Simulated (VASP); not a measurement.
# SrO: single point with PBEsol

Crystal: SrO.

```
CELL_PARAMETERS angstrom
4.47943 0.00000 0.00000
0.00000 4.39160 0.00000
0.00000 0.00000 3.41138
ATOMIC_POSITIONS crystal
Sr 0.50000 0.00000 0.29924
Sr 0.00000 0.50000 0.70076
O 0.00000 0.00000 0.00000
O 0.50000 0.50000 0.00000
```

```json
{
 "Program": "VASP 6.6.1",
 "Task": "single point",
 "Functional": "PBEsol",
 "Potentials or basis": "VASP PAW PBE potentials, release 64 (Sr_sv, O)",
 "Cutoff": "520 eV",
 "k mesh": "8 × 8 × 10",
 "Occupations": "gaussian, width 0.05 eV",
 "Spin": "no spin polarisation",
 "Dipole correction": "no",
 "Further INCAR settings": "ALGO = Normal; EDIFF = 1e-06; NBANDS = 24"
}
```

The pressure is -1.0 GPa. The largest force is 0.134 eV/Å and the band gap on the k mesh is 3.01 eV, indirect (least direct gap 3.07 eV).

Forces on the atoms (eV/Å):
```
Sr   0.000  0.000 -0.022
Sr   0.000  0.000  0.022
O    0.000  0.000  0.134
O    0.000  0.000 -0.134
```

Stress tensor (GPa, compression positive):
```
-2.41  0.00  0.00
 0.00 -0.77  0.00
 0.00  0.00  0.06
```

Levels at points of the mesh, in eV from the valence-band top:
| k point | band 12 | band 13 | band 14 | band 15 | band 16 | band 17 | band 18 | band 19 | band 20 | band 21 |
| --- | --- | --- | --- | --- | --- | --- | --- | --- | --- | --- |
| (0.00, 0.00, 0.00) | -1.08 | -1.02 | -0.43 | -0.07 | -0.06 | 3.01 | 4.23 | 4.56 | 5.81 | 5.85 |
| (0.50, 0.00, 0.00) | -1.56 | -0.73 | -0.73 | -0.54 | -0.54 | 4.22 | 4.22 | 5.74 | 5.74 | 6.12 |
| (0.00, 0.50, 0.00) | -1.55 | -0.80 | -0.80 | -0.51 | -0.51 | 4.18 | 4.18 | 5.71 | 5.71 | 6.11 |
| (0.50, 0.50, 0.00) | -2.53 | -0.74 | -0.74 | -0.24 | -0.24 | 4.37 | 4.37 | 5.88 | 5.88 | 7.19 |
| (0.00, 0.00, 0.50) | -2.11 | -1.81 | -1.78 | -0.57 | -0.48 | 6.13 | 6.58 | 6.94 | 7.63 | 7.75 |
| (0.50, 0.00, 0.50) | -1.75 | -1.46 | -1.46 | -0.96 | -0.96 | 5.67 | 5.67 | 6.11 | 6.11 | 8.24 |
| (0.00, 0.50, 0.50) | -1.68 | -1.47 | -1.47 | -0.91 | -0.91 | 5.79 | 5.79 | 5.91 | 5.91 | 8.27 |
| (0.50, 0.50, 0.50) | -1.42 | -1.13 | -1.13 | -0.48 | -0.48 | 5.21 | 5.21 | 5.71 | 5.71 | 6.29 |

Run time: 78 s on 1 thread of Intel(R) Xeon(R) 6975P-C (Granite Rapids), with other jobs on the host, peak memory 0.34 GiB.

Caveat: the PAW data sets were made with another functional, which shifts forces and pressure a little. A k mesh can miss the band edges.
